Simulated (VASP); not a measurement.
# Sr3CuH2 (P6/mmm) in VASP: notebook

Sr3CuH2 is run at these levels: PBE; tasks: single point, relaxation of cell and atoms.

Program: VASP 6.6.1. These are calculated values, not measurements. Logs are shortened: lines on timing, memory, paths and dates and some standing lists are left out, and cuts for length are marked.

**1. The cell of the first run**

The structure is hexagonal, space group P6/mmm (No. 191). The conventional cell has a = 6.294 Å, b = 6.294 Å, c = 4.031 Å, α = 90.00°, β = 90.00°, γ = 120.00°. Within 3.6 Å of Sr (site symmetry mmm) lie 4 H at 2.71 Å and 2 Cu at 3.15 Å and 4 Sr at 3.15 Å. Within 4.2 Å of Cu (site symmetry 6/mmm) lie 6 Sr at 3.15 Å and 2 Cu at 4.03 Å and 12 H at 4.16 Å. H (site symmetry -6m2) has 6 Sr at 2.71 Å and 3 H at 3.63 Å within 3.7 Å.

The cell was generated, and may not be a known phase.

**2. Single point, PBE**

Contents of INCAR:

```
SYSTEM = Sr3CuH2
PREC = Accurate ; ENCUT = 520
EDIFF = 1E-7 ; ISMEAR = 0
SIGMA = 0.1 ; LREAL = .FALSE.
LASPH = .TRUE. ; NELM = 80
ALGO = Normal ; ISIF = 2
LWAVE = .FALSE. ; LCHARG = .FALSE.
GGA = PE ; NBANDS = 30
```

Contents of KPOINTS:

```
regular mesh
0
G
  3 3 4
  0 0 0
```

Contents of POSCAR:

```
Sr3CuH2
1.0
    6.2939922000      0.0000000000      0.0000000000
   -3.1469961000      5.4507571400      0.0000000000
    0.0000000000      0.0000000000      4.0314926800
Sr Cu H
3 1 2
Direct
    0.5000000000      0.0000000000      0.0000000000
    0.0000000000      0.5000000000      0.0000000000
    0.5000000000      0.5000000000      0.0000000000
    0.0000000000      0.0000000000      0.0000000000
    0.3333333300      0.6666666700      0.5000000000
    0.6666666700      0.3333333300      0.5000000000
```

Potentials or basis: VASP PAW PBE potentials, release 64 (Sr_sv, Cu, H).

On the command line:

```
$ cat potpaw_PBE.64/Sr_sv/POTCAR potpaw_PBE.64/Cu/POTCAR potpaw_PBE.64/H/POTCAR > POTCAR
$ mpirun -np 1 vasp_std > vasp.out
```

OUTCAR:

```text
SYSTEM = Sr3CuH2
   PREC = Accurate
   ENCUT = 520
   EDIFF = 1E-7
   ISMEAR = 0
   LREAL = .FALSE.
   LASPH = .TRUE.
   NELM = 80
   ISIF = 2
   GGA = PE

 ion  position               nearest neighbor table
   1  0.500  0.000  0.000-   5 2.71   6 2.71   5 2.71   6 2.71   4 3.15   4 3.15   2 3.15   3 3.15
                             3 3.15   2 3.15   2 5.11   3 5.11   2 5.11   3 5.11   3 5.11   2 5.11
   2  0.000  0.500  0.000-   5 2.71   6 2.71   5 2.71   6 2.71   3 3.15   3 3.15   4 3.15   4 3.15
                             1 3.15   1 3.15   3 5.11   3 5.11   3 5.11   3 5.11   1 5.11   1 5.11
   3  0.500  0.500  0.000-   5 2.71   6 2.71   5 2.71   6 2.71   2 3.15   2 3.15   4 3.15   1 3.15
                             1 3.15   4 3.15   2 5.11   2 5.11   2 5.11   2 5.11   1 5.11   1 5.11
   4  0.000  0.000  0.000-   1 3.15   1 3.15   3 3.15   2 3.15   2 3.15   3 3.15
   5  0.333  0.667  0.500-   2 2.71   2 2.71   1 2.71   1 2.71   3 2.71   3 2.71
   6  0.667  0.333  0.500-   2 2.71   2 2.71   1 2.71   1 2.71   3 2.71   3 2.71

  LATTYP: Found a hexagonal cell.
 ALAT       =     6.2939922000
 C/A-ratio  =     0.6405302949

  Lattice vectors:

 A1 = (   6.2939922000,   0.0000000000,   0.0000000000)
 A2 = (  -3.1469961000,   5.4507571400,   0.0000000000)
 A3 = (   0.0000000000,   0.0000000000,   4.0314926800)

Analysis of symmetry for initial positions (statically):
=====================================================================
 Subroutine PRICEL returns:
 Original cell was already a primitive cell.

 Routine SETGRP: Setting up the symmetry group for a
 hexagonal supercell.

 Subroutine GETGRP returns: Found 24 space group operations
 (whereof 24 operations were pure point group operations)
 out of a pool of 24 trial point group operations.

The static configuration has the point symmetry D_6h.

Analysis of symmetry for dynamics (positions and initial velocities):
=====================================================================
 Subroutine PRICEL returns:
 Original cell was already a primitive cell.

 Routine SETGRP: Setting up the symmetry group for a
 hexagonal supercell.

 Subroutine GETGRP returns: Found 24 space group operations
 (whereof 24 operations were pure point group operations)
 out of a pool of 24 trial point group operations.

The dynamic configuration has the point symmetry D_6h.

 Subroutine INISYM returns: Found 24 space group operations
 (whereof 24 operations are pure point group operations),
 and found     1 'primitive' translations

----------------------------------------------------------------------------------------
[... 91 lines left out ...]
   ISIF   =      2    stress and relaxation
   ISYM   =      2    0-nonsym 1-usesym 2-fastsym
   POTIM  = 0.5000    time-step for ionic-motion
   TEBEG  =    0.0;   TEEND  =   0.0 temperature during run
   PSTRESS=    0.0 pullay stress
   NELECT =      43.0000    total number of electrons
   NUPDOWN=      -1.0000    fix difference up-down
   EMIN   =  10.00;   EMAX   =-10.00  energy-range for DOS
   EFERMI =   0.00;   METHOD = LEGACY
   ISMEAR =     0;   SIGMA  =   0.10  broadening in eV -4-tet -1-fermi 0-gaus
   EFERMI_NEDOS =   21; number of points for ismear=-14 and -15
   IALGO  =     38    algorithm
   IMIX   =      4    mixing-type and parameters
     AMIX     =   0.40;   BMIX     =  1.00
     AMIX_MAG =   1.60;   BMIX_MAG =  1.00
  volume/ion in A,a.u.               =      23.05       155.56
  Fermi-wavevector in a.u.,A,eV,Ry     =   1.109042  2.095786 16.734816  1.229974
  Thomas-Fermi vector in A             =   2.245577
   LORBIT       =      0    0 simple, 1 ext, 2 COOP (PROOUT), +10 PAW based schemes
   GGA     = PE    functional components
   LHFCALC =     F    Hartree Fock is set to
   AEXX    =    0.0000 exact exchange contribution
   IVDW    =     0    specifies the selected vdW correction
   LEPSILON=     F    determine dielectric tensor
   LRPA    =     F    only Hartree local field effects (RPA)
 non-spin polarized calculation
 Gauss-broadening in eV      SIGMA  =   0.10
  energy-cutoff  :      520.00
  volume of cell :      138.31
 maximum number of plane-waves:      3741
 NGX is ok and might be reduce to    48
   NGX = 23   NGY = 23   NGZ = 15

 number of electron      42.9999987 magnetization

 Free energy of the ion-electron system (eV)
  ---------------------------------------------------
  ext. energy  EPLUGINS =         0.00000000
  ---------------------------------------------------
  free energy    TOTEN  =       -13.25026092 eV

  energy without entropy =      -13.23180091  energy(sigma->0) =      -13.24103092

 E-fermi :   2.8985     XC(G=0):  -8.7362

 val. band max:        2.8152827237   @ k =   0.3333   0.0000   0.0000
 cond. band min:       2.9852080500   @ k =   0.3333   0.0000   0.2500
 fundamental gap:      0.1699253264
 Fermi energy:         2.8985453918

 k-point     1 :       0.0000    0.0000    0.0000
  band No.  band energies     occupation
      1     -33.5130      2.00000
      2     -33.2380      2.00000
      3     -33.2380      2.00000
      4     -16.7960      2.00000
      5     -15.8785      2.00000
      6     -15.8785      2.00000
[... 286 lines left out ...]
     29       6.8690      0.00000
     30       7.3956      0.00000

------------------------ aborting loop because EDIFF is reached ----------------------------------------

  FORCE on cell =-STRESS in cart. coord.  units (eV):
  Direction    XX          YY          ZZ          XY          YZ          ZX
  --------------------------------------------------------------------------------------
  -------------------------------------------------------------------------------------
  Total        8.5888172      8.5888172     -5.4934874      0.0000000     -0.0000000      0.0000000
  in kB       99.4935739     99.4935740    -63.6370163      0.0000000     -0.0000000      0.0000000
  external PRESSURE =      45.1167105 kB  Pullay stress =       0.0000000 kB

 VOLUME and BASIS-vectors are now :
 -----------------------------------------------------------------------------
  energy-cutoff  :      520.00
  volume of cell :      138.31
      direct lattice vectors                 reciprocal lattice vectors
     6.293992200  0.000000000  0.000000000     0.158881671  0.091730376  0.000000000
    -3.146996100  5.450757140  0.000000000     0.000000000  0.183460751  0.000000000
     0.000000000  0.000000000  4.031492680     0.000000000  0.000000000  0.248047083

 POSITION                                       TOTAL-FORCE (eV/Angst)
 -----------------------------------------------------------------------------------
      3.14700      0.00000      0.00000         0.000000      0.000000      0.000000
     -1.57350      2.72538      0.00000         0.000000      0.000000      0.000000
      1.57350      2.72538      0.00000        -0.000000      0.000000      0.000000
      0.00000      0.00000      0.00000         0.000000      0.000000      0.000000
     -0.00000      3.63384      2.01575         0.000000      0.000000      0.000000
      3.14700      1.81692      2.01575        -0.000000     -0.000000      0.000000
 -----------------------------------------------------------------------------------
    total drift:                               -0.000000      0.000000      0.000000

  FREE ENERGIE OF THE ION-ELECTRON SYSTEM (eV)
  ---------------------------------------------------
  free  energy   TOTEN  =       -13.2502609223 eV

  energy  without entropy=      -13.2318009129  energy(sigma->0) =      -13.24103092
```

Run time: 60 s. Hardware: 1 thread of Oxide Virtual Turin-like, shared host; peak memory 0.22 GiB.

Results:

- Free energy: -13.2503 eV
- Pressure: 4.5 GPa
- Band gap on the k mesh: zero (an odd number of electrons rules out a gap without spin polarisation)

Levels at points of the mesh, in eV from the Fermi level:
| k point | band 19 | band 20 | band 21 | band 22 | band 23 | band 24 |
| --- | --- | --- | --- | --- | --- | --- |
| (0.00, 0.00, 0.00) | -2.27 | -2.26 | -0.42 | 0.22 | 0.22 | 0.83 |
| (0.00, 0.00, 0.50) | -2.44 | -1.84 | -1.46 | 0.62 | 0.62 | 0.95 |

Caveat: the k points lie up to 0.39 Å⁻¹ apart, too coarse for converged energies and pressures of a metal.

**3. Single point, PBE**

This run uses another cell than the first one, of 24.91 Å³/atom.

Contents of INCAR:

```
  PREC = Accurate
  ENCUT = 520
  EDIFF = 1E-6
  ISMEAR = 0
  SIGMA = 0.1
  LREAL = F
  LASPH = T
  NELM = 60
  ALGO = Normal
  ISIF = 2
  LWAVE = F
  LCHARG = F
  GGA = PE
  NBANDS = 30
```

Contents of KPOINTS:

```
Automatic mesh
0
Gamma
  3 3 4
```

Contents of POSCAR:

```
Sr3CuH2
1.0
    6.9560823123      0.0000000000      0.0000000000
   -3.4780411561      6.0241439932      0.0000000000
    0.0000000000      0.0000000000      3.5668970177
Sr Cu H
3 1 2
Direct
    0.5000000000      0.0000000000      0.0000000000
    0.0000000000      0.5000000000      0.0000000000
    0.5000000000      0.5000000000      0.0000000000
    0.0000000000      0.0000000000      0.0000000000
    0.3333333333      0.6666666667      0.5000000000
    0.6666666667      0.3333333333      0.5000000000
```

Potentials or basis: VASP PAW PBE potentials, release 64 (Sr_sv, Cu, H).

On the command line:

```
$ cat potpaw_PBE.64/Sr_sv/POTCAR potpaw_PBE.64/Cu/POTCAR potpaw_PBE.64/H/POTCAR > POTCAR
$ mpirun -np 1 vasp_std > vasp.out
```

It took 93 s on 1 thread of Oxide Virtual Turin-like, shared host; peak memory 0.25 GiB.

Results (log left out):

- Free energy: -14.4231 eV
- Pressure: 0.2 GPa
- Band gap on the k mesh: zero (an odd number of electrons rules out a gap without spin polarisation)

Stress tensor (GPa, compression positive):
```
0.29 0.00 0.00
0.00 0.29 0.00
0.00 0.00 0.11
```

Levels at points of the mesh, in eV from the Fermi level:
| k point | band 19 | band 20 | band 21 | band 22 | band 23 | band 24 | band 25 | band 26 |
| --- | --- | --- | --- | --- | --- | --- | --- | --- |
| (0.00, 0.00, 0.00) | -1.58 | -1.58 | -0.40 | -0.40 | 0.20 | 0.78 | 0.78 | 1.27 |
| (0.00, 0.00, 0.50) | -1.87 | -1.26 | -0.53 | 0.21 | 0.21 | 1.29 | 1.29 | 1.34 |

Caveat: the k points lie up to 0.44 Å⁻¹ apart, too coarse for converged energies and pressures of a metal.

**4. Single point, PBE**

This run uses another cell than the first one, of 25.41 Å³/atom.

Contents of INCAR:

```
PREC     = Accurate       # precision mode
ENCUT    = 520            # plane-wave cutoff, eV
EDIFF    = 1E-7           # SCF threshold, eV
ISMEAR   = 0              # smearing method
SIGMA    = 0.1            # smearing width, eV
LREAL    = F              # projectors in reciprocal space
LASPH    = T              # aspherical terms in the spheres
NELM     = 80             # most SCF steps
ALGO     = Normal         # electronic algorithm
ISIF     = 2              # what is computed and relaxed
LWAVE    = F              # write WAVECAR
LCHARG   = F              # write CHGCAR
GGA      = PE             # functional
NBANDS   = 30             # bands
```

Contents of KPOINTS:

```
regular mesh
0
Gamma
  3 3 6
```

POSCAR, as its differences from that of step 3:

```diff
@@ -2,5 +2,5 @@
 1.0
-    6.9560823123      0.0000000000      0.0000000000
-   -3.4780411561      6.0241439932      0.0000000000
-    0.0000000000      0.0000000000      3.5668970177
+    7.0133019183      0.0000000000      0.0000000000
+   -3.5066509591      6.0736976257      0.0000000000
+    0.0000000000      0.0000000000      3.5797391159
 Sr Cu H
```

On the command line:

```
$ cat potpaw_PBE.64/Sr_sv/POTCAR potpaw_PBE.64/Cu/POTCAR potpaw_PBE.64/H/POTCAR > POTCAR
$ mpirun -np 1 vasp_std > vasp.out
```

It took 74 s on 1 thread of Oxide Virtual Turin-like, shared host; peak memory 0.26 GiB.

The run converged. Its results:

* Free energy: -14.4973 eV
* Pressure: 0.1 GPa
* Band gap on the k mesh: zero (an odd number of electrons rules out a gap without spin polarisation)

Levels at points of the mesh, in eV from the Fermi level:
```
           k point  band 17  band 18  band 19  band 20  band 21  band 22  band 23  band 24  band 25  band 26
(0.00, 0.00, 0.00)    -2.06    -1.83    -1.63    -1.63    -0.39    -0.39     0.29     0.73     0.73     1.30
(0.00, 0.00, 0.50)    -1.93    -1.90    -1.90    -1.24    -0.50     0.24     0.24     1.31     1.32     1.32
```

**5. Relaxation of cell and atoms, PBE**

Contents of INCAR:

```
ALGO = Normal
EDIFF = 1E-7
EDIFFG = -0.04
ENCUT = 600
GGA = PE
IBRION = 2
ISIF = 3
ISMEAR = 0
LASPH = True
LCHARG = False
LREAL = False
LWAVE = False
NELM = 80
NSW = 90
PREC = Accurate
SIGMA = 0.1
```

Contents of KPOINTS:

```
k-points
0
Gamma
  3 3 4
```

Contents of POSCAR:

```
Sr3CuH2
1.0
    6.2939922000      0.0000000000      0.0000000000
   -3.1469961000      5.4507571400      0.0000000000
    0.0000000000      0.0000000000      4.0314926800
Sr Cu H
3 1 2
Direct
    0.5000000000      0.0000000000      0.0000000000
    0.0000000000      0.5000000000      0.0000000000
    0.5000000000      0.5000000000      0.0000000000
    0.0000000000      0.0000000000      0.0000000000
    0.3333333300      0.6666666700      0.5000000000
    0.6666666700      0.3333333300      0.5000000000
```

On the command line:

```
$ cat potpaw_PBE.64/Sr_sv/POTCAR potpaw_PBE.64/Cu/POTCAR potpaw_PBE.64/H/POTCAR > POTCAR
$ mpirun -np 1 vasp_std > vasp.out
```

Wall time 3.6 min (1 thread of Oxide Virtual Turin-like, shared host); peak memory 0.27 GiB.

It converged, with:

| Quantity | Value |
| --- | --- |
| Free energy | -14.4226 eV |
| Relaxed volume | 25.36 Å³/atom |
| Relaxed cell | a = 7.002 Å, b = 7.002 Å, c = 3.583 Å, α = 90.00°, β = 90.00°, γ = 120.00° |
| Space group after relaxing (to 0.1 Å) | P6/mmm (No. 191) |
| Energy gained by relaxing | 195.3 meV/atom |
| Ionic steps | 7 |
| Pressure after relaxing | -0.1 GPa |
| Band gap on the k mesh | zero (an odd number of electrons rules out a gap without spin polarisation) |

Step by step:
| step | energy change (eV) | largest force (eV/Å) | pressure (GPa) | volume (Å³) |
| --- | --- | --- | --- | --- |
| 1 | 0.0000 | 0.0000 | 4.55 | 138.31 |
| 2 | -0.9437 | 0.0000 | 0.70 | 151.20 |
| 3 | -1.1192 | 0.0000 | -0.75 | 158.56 |
| 4 | -1.1266 | 0.0000 | -0.97 | 160.01 |
| 5 | -1.1273 | 0.0000 | -1.03 | 160.42 |
| 6 | -1.1585 | 0.0000 | -0.62 | 156.32 |
| 7 | -1.1719 | 0.0000 | -0.12 | 152.14 |

Final structure:
```yaml
crystal:
  lattice:
    - [7.00196, 0.00000, 0.00000]
    - [-3.50098, 6.06388, 0.00000]
    - [0.00000, 0.00000, 3.58311]
  atoms:
    - { symbol: Sr, position: [0.50000, 0.00000, 0.00000] }
    - { symbol: Sr, position: [0.00000, 0.50000, 0.00000] }
    - { symbol: Sr, position: [0.50000, 0.50000, 0.00000] }
    - { symbol: Cu, position: [0.00000, 0.00000, 0.00000] }
    - { symbol: H, position: [0.33333, 0.66667, 0.50000] }
    - { symbol: H, position: [0.66667, 0.33333, 0.50000] }
```

Levels at points of the mesh, in eV from the Fermi level:
```
           k point  band 18  band 19  band 20  band 21  band 22  band 23  band 24  band 25
(0.00, 0.00, 0.00)    -1.74    -1.55    -1.55    -0.40    -0.40     0.23     0.77     0.77
(0.00, 0.00, 0.50)    -1.83    -1.83    -1.24    -0.50     0.23     0.23     1.28     1.28
```

Caveat: the k points lie up to 0.44 Å⁻¹ apart in the final cell, too coarse for converged energies and pressures of a metal.

**6. The runs side by side**

| task | cell | k mesh | cutoff (eV) | gap on the mesh (eV) | pressure (GPa) |
| --- | --- | --- | --- | --- | --- |
| single point | a = 6.294, b = 6.294, c = 4.031 Å, angles 90.0, 90.0, 120.0°, 6 atoms | 3 × 3 × 4 | 520 | none | 4.5 |
| single point | a = 6.956, b = 6.956, c = 3.567 Å, angles 90.0, 90.0, 120.0°, 6 atoms | 3 × 3 × 4 | 520 | none | 0.2 |
| single point | a = 7.013, b = 7.013, c = 3.580 Å, angles 90.0, 90.0, 120.0°, 6 atoms | 3 × 3 × 6 | 520 | none | 0.1 |
| relaxation of cell and atoms | relaxed from a = 6.294, b = 6.294, c = 4.031 Å, angles 90.0, 90.0, 120.0°, 6 atoms | 3 × 3 × 4 | 600 | none | -0.1 |

Alike in all rows: level PBE; potentials or basis VASP PAW PBE potentials, release 64 (Sr_sv, Cu, H); no spin polarisation; smearing gaussian 0.1 eV.

Caveats: some runs use coarse meshes.

Total energies depend on the potentials used, so only differences within one code and one set of settings carry meaning.

The gap in the log of VASP goes by the Fermi energy; the results here count the filled bands.